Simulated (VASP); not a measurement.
# CsO (Immm) in VASP: further runs

CsO is run at these levels: LDA; tasks: single point.

Everything below comes from runs of VASP 6.6.1. Logs are shortened: lines on timing, memory, paths and dates and some standing lists are left out, and cuts for length are marked.

### Step 1. The cell of the first run

Symmetry: Immm, No. 71, orthorhombic system. The conventional cell has a = 4.128 Å, b = 6.719 Å, c = 7.517 Å, α = 90.00°, β = 90.00°, γ = 90.00°. Within 4.2 Å of Cs (site symmetry mm2) lie 6 O at 2.91 to 3.17 Å and 8 Cs at 3.76 to 4.13 Å. O (site symmetry m2m) has 1 O at 1.61 Å within 2.1 Å.

### Step 2. Single point, LDA (strain -0.0450 x Voigt [1, -1, 0, 0, 0, 0])

File INCAR:

```
SYSTEM = CsO
  PREC = Accurate
  ENCUT = 520
  EDIFF = 1E-7
  ISMEAR = 0
  SIGMA = 0.05
  LREAL = .FALSE.
  LASPH = .TRUE.
  NELM = 80
  ALGO = Normal
  ISIF = 2
  LWAVE = .FALSE.
  LCHARG = .FALSE.
  NBANDS = 23
```

File KPOINTS:

```
regular mesh
0
G
  8 8 8
  0 0 0
```

File POSCAR:

```
CsO
1.0
   -2.0637550000      3.3596750000      3.7585000000
    2.0637550000     -3.3596750000      3.7585000000
    2.0637550000      3.3596750000     -3.7585000000
Cs O
2 2
Direct
    0.2500000000      0.2500000000      0.0000000000
    0.7500000000      0.7500000000      0.0000000000
    0.6200000000      0.0000000000      0.6200000000
    0.3800000000      0.0000000000      0.3800000000
```

Potentials or basis: VASP PAW LDA potentials, release 64 (Cs_sv, O).

Started as:

```bash
cat potpaw_LDA.64/Cs_sv/POTCAR potpaw_LDA.64/O/POTCAR > POTCAR
mpirun -np 1 vasp_std > vasp.out
```

OUTCAR:

```text
SYSTEM = CsO
   PREC = Accurate
   ENCUT = 520
   EDIFF = 1E-7
   ISMEAR = 0
   LREAL = .FALSE.
   LASPH = .TRUE.
   NELM = 80
   ISIF = 2

 ion  position               nearest neighbor table
   1  0.250  0.250  0.000-
   2  0.750  0.750  0.000-
   3  0.620  0.000  0.620-   4 1.61
   4  0.380  0.000  0.380-   3 1.61

  LATTYP: Found a body centered orthorhombic cell.
 ALAT       =     4.1275100000
 B/A-ratio  =     1.6279427548
 C/A-ratio  =     1.8211948608

  Lattice vectors:

 A1 = (  -2.0637550000,   3.3596750000,   3.7585000000)
 A2 = (   2.0637550000,  -3.3596750000,   3.7585000000)
 A3 = (   2.0637550000,   3.3596750000,  -3.7585000000)

Analysis of symmetry for initial positions (statically):
=====================================================================
 Subroutine PRICEL returns:
 Original cell was already a primitive cell.

 Routine SETGRP: Setting up the symmetry group for a
 body centered orthorhombic supercell.

 Subroutine GETGRP returns: Found  8 space group operations
 (whereof  8 operations were pure point group operations)
 out of a pool of  8 trial point group operations.

The static configuration has the point symmetry D_2h.

Analysis of symmetry for dynamics (positions and initial velocities):
=====================================================================
 Subroutine PRICEL returns:
 Original cell was already a primitive cell.

 Routine SETGRP: Setting up the symmetry group for a
 body centered orthorhombic supercell.

 Subroutine GETGRP returns: Found  8 space group operations
 (whereof  8 operations were pure point group operations)
 out of a pool of  8 trial point group operations.

The dynamic configuration has the point symmetry D_2h.

 Subroutine INISYM returns: Found  8 space group operations
 (whereof  8 operations are pure point group operations),
 and found     1 'primitive' translations

----------------------------------------------------------------------------------------

                                     Primitive cell

  volume of cell :     104.2389

  direct lattice vectors                    reciprocal lattice vectors
    -2.063755000  3.359675000  3.758500000     0.000000000  0.148823919  0.133031795
     2.063755000 -3.359675000  3.758500000     0.242276821  0.000000000  0.133031795
     2.063755000  3.359675000 -3.758500000     0.242276821  0.148823919  0.000000000

  length of vectors
     5.447276664  5.447276664  5.447276664     0.199614672  0.276397388  0.284335395

  position of ions in fractional coordinates (direct lattice)
     0.250000000  0.250000000  0.000000000
     0.750000000  0.750000000  0.000000000
     0.620000000  0.000000000  0.620000000
     0.380000000  0.000000000  0.380000000

  ion indices of the primitive-cell ions
   primitive index   ion index
                 1           1
                 2           2
                 3           3
                 4           4

----------------------------------------------------------------------------------------

 KPOINTS: regular mesh

Automatic generation of k-mesh.
 Grid dimensions read from file:
 generate k-points for:    8    8    8

 Generating k-lattice:

  Cartesian coordinates                     Fractional coordinates (reciprocal lattice)
     0.000000000  0.018602990  0.016628974     0.125000000  0.000000000  0.000000000
     0.030284603  0.000000000  0.016628974     0.000000000  0.125000000 -0.000000000
     0.030284603  0.018602990  0.000000000     0.000000000 -0.000000000  0.125000000

  Length of vectors
     0.024951834  0.034549674  0.035541924

  Shift w.r.t. Gamma in fractional coordinates (k-lattice)
     0.000000000  0.000000000  0.000000000

 Subroutine IBZKPT returns following result:
 ===========================================

 Found     95 irreducible k-points:

 Following reciprocal coordinates:
            Coordinates               Weight
  0.000000  0.000000  0.000000      1.000000
  0.125000  0.000000  0.000000      4.000000
  0.250000  0.000000  0.000000      4.000000
  0.375000  0.000000  0.000000      4.000000
  0.500000  0.000000  0.000000      2.000000
  0.000000  0.125000  0.000000      4.000000
[... 16 lines left out ...]
  0.125000  0.375000  0.000000      8.000000
  0.250000  0.375000  0.000000      8.000000
 [... further k-points ...]
   k-points           NKPTS =     95   k-points in BZ     NKDIM =     95   number of bands    NBANDS=     23
   number of dos      NEDOS =    301   number of ions     NIONS =      4
   total plane-waves  NPLWV =  74088
   dimension x,y,z NGX =    42 NGY =   42 NGZ =   42
   dimension x,y,z NGXF=    84 NGYF=   84 NGZF=   84
   ions per type =               2   2
   NGX,Y,Z   is equivalent  to a cutoff of  12.82, 12.82, 12.82 a.u.
   NGXF,Y,Z  is equivalent  to a cutoff of  25.64, 25.64, 25.64 a.u.
 SYSTEM =  CsO
   PREC   = accura    normal or accurate (medium, high low for compatibility)
   ISTART =      0    job   : 0-new  1-cont  2-samecut
   ICHARG =      2    charge: 1-file 2-atom 10-const
   ISPIN  =      1    spin polarized calculation?
   LNONCOLLINEAR =      F non collinear calculations
   LSORBIT =      F    spin-orbit coupling
   LASPH  =      T    aspherical Exc in radial PAW
   ENCUT  =  520.0 eV  38.22 Ry    6.18 a.u.  10.13 10.13 10.13*2*pi/ulx,y,z
   NELM   =     80;   NELMIN=  2; NELMDL= -5     # of ELM steps
   EDIFF  = 0.1E-06   stopping-criterion for ELM
   LREAL  =      F    real-space projection
   EDIFFG = 0.1E-05   stopping-criterion for IOM
   NSW    =      0    number of steps for IOM
   IBRION =     -1    ionic relax: 0-MD 1-quasi-New 2-CG
   NFREE  =      0    steps in history (QN), initial steepest desc. (CG)
   ISIF   =      2    stress and relaxation
   ISYM   =      2    0-nonsym 1-usesym 2-fastsym
   POTIM  = 0.5000    time-step for ionic-motion
   TEBEG  =    0.0;   TEEND  =   0.0 temperature during run
   PSTRESS=    0.0 pullay stress
   NELECT =      30.0000    total number of electrons
   NUPDOWN=      -1.0000    fix difference up-down
   EMIN   =  10.00;   EMAX   =-10.00  energy-range for DOS
   EFERMI =   0.00;   METHOD = LEGACY
   ISMEAR =     0;   SIGMA  =   0.05  broadening in eV -4-tet -1-fermi 0-gaus
   EFERMI_NEDOS =   21; number of points for ismear=-14 and -15
   IALGO  =     38    algorithm
   IMIX   =      4    mixing-type and parameters
     AMIX     =   0.40;   BMIX     =  1.00
     AMIX_MAG =   1.60;   BMIX_MAG =  1.00
  volume/ion in A,a.u.               =      26.06       175.86
  Fermi-wavevector in a.u.,A,eV,Ry     =   1.080866  2.042541 15.895302  1.168272
  Thomas-Fermi vector in A             =   2.216868
   LORBIT       =      0    0 simple, 1 ext, 2 COOP (PROOUT), +10 PAW based schemes
   GGA     = CA    functional components
   LHFCALC =     F    Hartree Fock is set to
   AEXX    =    0.0000 exact exchange contribution
   IVDW    =     0    specifies the selected vdW correction
   LEPSILON=     F    determine dielectric tensor
   LRPA    =     F    only Hartree local field effects (RPA)
 non-spin polarized calculation
 Gauss-broadening in eV      SIGMA  =   0.05
  energy-cutoff  :      520.00
  volume of cell :      104.24
 maximum number of plane-waves:      2838
 NGX is ok and might be reduce to    42
   NGX = 21   NGY = 21   NGZ = 21

 number of electron      30.0000002 magnetization

 Free energy of the ion-electron system (eV)
  ---------------------------------------------------
  ext. energy  EPLUGINS =         0.00000000
  ---------------------------------------------------
  free energy    TOTEN  =       -17.74337880 eV

  energy without entropy =      -17.74337880  energy(sigma->0) =      -17.74337880

 E-fermi :   2.0333     XC(G=0):  -8.9355

 val. band max:        1.8193373204   @ k =   0.0000   0.0000   0.0000
 cond. band min:       3.4816563408   @ k =   0.1250  -0.1250   0.1250
 fundamental gap:      1.6623190203
 Fermi energy:         2.0333164314

 k-point     1 :       0.0000    0.0000    0.0000
  band No.  band energies     occupation
      1     -19.8148      2.00000
      2     -19.2358      2.00000
      3     -16.8786      2.00000
      4     -12.4127      2.00000
      5      -7.0906      2.00000
      6      -6.8947      2.00000
[... 15 lines left out ...]
     22       8.0910      0.00000
     23       8.8718      0.00000

 k-point     2 :       0.1250    0.0000    0.0000
  band No.  band energies     occupation
      1     -19.7923      2.00000
      2     -19.2549      2.00000
      3     -16.8900      2.00000
      4     -12.4179      2.00000
      5      -7.0358      2.00000
      6      -6.8504      2.00000
[... 15 lines left out ...]
     22       8.0877      0.00000
     23       8.8283      0.00000

 k-point     3 :       0.2500    0.0000    0.0000
  band No.  band energies     occupation
      1     -19.7289      2.00000
      2     -19.3101      2.00000
      3     -16.9174      2.00000
      4     -12.4296      2.00000
      5      -6.9092      2.00000
      6      -6.7112      2.00000
[... 15 lines left out ...]
     22       8.0891      0.00000
     23       8.7237      0.00000

 k-point     4 :       0.3750    0.0000    0.0000
  band No.  band energies     occupation
      1     -19.6383      2.00000
      2     -19.3926      2.00000
      3     -16.9446      2.00000
      4     -12.4401      2.00000
      5      -6.7488      2.00000
      6      -6.5370      2.00000
[... 15 lines left out ...]
     22       8.3865      0.00000
     23       8.6202      0.00000

 k-point     5 :       0.5000    0.0000    0.0000
  band No.  band energies     occupation
      1     -19.5690      2.00000
      2     -19.4586      2.00000
      3     -16.9558      2.00000
      4     -12.4441      2.00000
      5      -6.5825      2.00000
      6      -6.5476      2.00000
[... 434 lines left out ...]
 k-point    22 :      -0.0000    0.3750    0.0000
  band No.  band energies     occupation
      1     -19.4989      2.00000
      2     -19.3015      2.00000
      3     -17.0977      2.00000
      4     -12.4176      2.00000
      5      -6.9392      2.00000
      6      -6.7818      2.00000
[... 15 lines left out ...]
     22       8.3364      0.00000
     23       8.7530      0.00000

 k-point    23 :       0.1250    0.3750    0.0000
  band No.  band energies     occupation
      1     -19.4495      2.00000
      2     -19.3425      2.00000
      3     -17.1145      2.00000
      4     -12.4227      2.00000
      5      -7.0226      2.00000
      6      -6.6781      2.00000
[... 15 lines left out ...]
     22       8.8233      0.00000
     23       8.8795      0.00000

 k-point    24 :       0.2500    0.3750    0.0000
  band No.  band energies     occupation
      1     -19.3962      2.00000
      2     -19.3876      2.00000
      3     -17.1304      2.00000
      4     -12.4191      2.00000
      5      -7.1261      2.00000
      6      -6.8920      2.00000
[... 15 lines left out ...]
     22       9.1203      0.00000
     23       9.2590      0.00000

 [... further k-points ...]

------------------------ aborting loop because EDIFF is reached ----------------------------------------

  FORCE on cell =-STRESS in cart. coord.  units (eV):
  Direction    XX          YY          ZZ          XY          YZ          ZX
  --------------------------------------------------------------------------------------
  -------------------------------------------------------------------------------------
  Total       -0.8217517     -4.9196432     -1.5044560     -0.0000000      0.0000000      0.0000000
  in kB      -12.6305201    -75.6160939    -23.1238489     -0.0000000      0.0000000      0.0000000
  external PRESSURE =     -37.1234877 kB  Pullay stress =       0.0000000 kB

 VOLUME and BASIS-vectors are now :
 -----------------------------------------------------------------------------
  energy-cutoff  :      520.00
  volume of cell :      104.24
      direct lattice vectors                 reciprocal lattice vectors
    -2.063755000  3.359675000  3.758500000     0.000000000  0.148823919  0.133031795
     2.063755000 -3.359675000  3.758500000     0.242276821  0.000000000  0.133031795
     2.063755000  3.359675000 -3.758500000     0.242276821  0.148823919  0.000000000

 POSITION                                       TOTAL-FORCE (eV/Angst)
 -----------------------------------------------------------------------------------
      0.00000      0.00000      1.87925        -0.000000     -0.000000      0.130681
      0.00000      0.00000      5.63775         0.000000     -0.000000     -0.130681
      0.00000      4.16600      0.00000         0.000000     -1.923373     -0.000000
      0.00000      2.55335      0.00000        -0.000000      1.923373      0.000000
 -----------------------------------------------------------------------------------
    total drift:                               -0.000000     -0.000000      0.000000

  FREE ENERGIE OF THE ION-ELECTRON SYSTEM (eV)
  ---------------------------------------------------
  free  energy   TOTEN  =       -17.7433788014 eV

  energy  without entropy=      -17.7433788014  energy(sigma->0) =      -17.74337880
```

It took 4.6 min on 1 thread of Intel Xeon Platinum 8488C (Sapphire Rapids), shared host; peak memory 0.33 GiB.

Results:

```yaml
Free_energy: -17.7434 eV
Pressure: -3.7 GPa
Largest_force: 1.923 eV/Å
Band_gap_on_the_k_mesh: 1.66 eV (least direct gap 1.79 eV)
```

Forces in eV/Å, atoms in the order of the input:
```
Cs   0.000  0.000  0.131
Cs   0.000  0.000 -0.131
O    0.000 -1.923  0.000
O    0.000  1.923  0.000
```

Stress tensor (GPa, compression positive):
```
-1.26  0.00  0.00
 0.00 -7.56  0.00
 0.00  0.00 -2.31
```

Levels at points of the mesh, in eV from the valence-band top:
```csv
k point,band 13,band 14,band 15,band 16,band 17,band 18
"(0.00, 0.00, 0.00)",-3.05,-0.60,0.00,1.79,2.12,3.24
"(0.50, 0.00, 0.00)",-2.90,-0.45,-0.42,2.32,3.46,3.99
"(0.00, 0.50, 0.00)",-2.53,-0.77,-0.45,2.54,3.20,5.03
"(0.50, 0.50, 0.00)",-2.66,-0.84,-0.69,2.42,3.26,3.28
"(0.50, 0.50, 0.50)",-2.79,-0.62,-0.37,2.45,2.59,3.99
```

Caveat: the cell differs from its parent crystal (strain -0.0450 x Voigt [1, -1, 0, 0, 0, 0]); the stress differs along the axes, from -8 to -1 GPa; spin-orbit coupling is left out, which moves the levels of the heavy elements; forces of over 1 eV/Å act on the atoms, so gaps and moduli don't describe the material at rest. A k mesh can miss the band edges.

(Part 1 of 4 ends here.)
